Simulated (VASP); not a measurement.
A run of VASP 6.6.1:

Contents of INCAR:

```
SYSTEM = TePb
  PREC = Accurate
  ENCUT = 500
  EDIFF = 1E-6
  ISMEAR = 0
  SIGMA = 0.05
  LREAL = .False.
  LASPH = .True.
  NELM = 120
  ALGO = Normal
  ISIF = 2
  LWAVE = .False.
  LCHARG = .True.
  GGA = PS
  LELF = .True.
  LVHAR = .True.
  NBANDS = 17
  GGA_COMPAT = .False.
```

The input KPOINTS:

```
regular mesh
0
Gamma
  8 8 8
  0 0 0
```

Contents of POSCAR:

```
TePb
1.0
    0.0000000000      3.5542130113      3.5542130113
    3.5542130113      0.0000000000      3.5542130113
    3.5542130113      3.5542130113      0.0000000000
Pb Te
1 1
Direct
    0.0000000000      0.0000000000      0.0000000000
    0.2500000000      0.2500000000      0.2500000000
```

Potentials or basis: VASP PAW PBE potentials, release 64 (Pb_d, Te).

The run is started by

```console
$ cat potpaw_PBE.64/Pb_d/POTCAR potpaw_PBE.64/Te/POTCAR > POTCAR
$ mpirun -np 1 vasp_std > vasp.out
```

Hardware: 1 thread of Intel(R) Xeon(R) 6975P-C (Granite Rapids), on a shared host.

Question: How long does it take, and how much memory?

Answer: It took 25 s on 1 thread of Intel(R) Xeon(R) 6975P-C (Granite Rapids), with other jobs on the host, peak memory 0.24 GiB. Counts: scf iterations 13, k points 29.
